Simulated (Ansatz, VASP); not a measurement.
## One calculation of Sr, two programs

```
Sr
1.0
     0.00000    4.90346    4.90346
     4.90346    0.00000    4.90346
     4.90346    4.90346    0.00000
Sr
2
Direct
  0.12500 0.12500 0.12500
  0.87500 0.87500 0.87500
```

Alike in both runs: task single point; functional BLYP; k mesh 6 × 6 × 6; occupations fermi-dirac, width 0.1 eV; no spin polarisation.

|  | VASP | Ansatz |
| --- | --- | --- |
| version | VASP 6.6.1 | Ansatz 0.2.0 |
| potentials or method | VASP PAW PBE potentials, release 64 (Sr_sv), cutoff 520 eV | plane waves (420 eV) with PAW, scalar-relativistic |
| valence electrons in the cell | 20 | 20 |

```csv
,VASP,Ansatz,Ansatz less VASP
pressure (GPa),0.3,0.3,0.00
```

VASP's potentials were made for PBE, not for BLYP. The functional is the same, so the differences come from potentials, cutoffs and numerics.
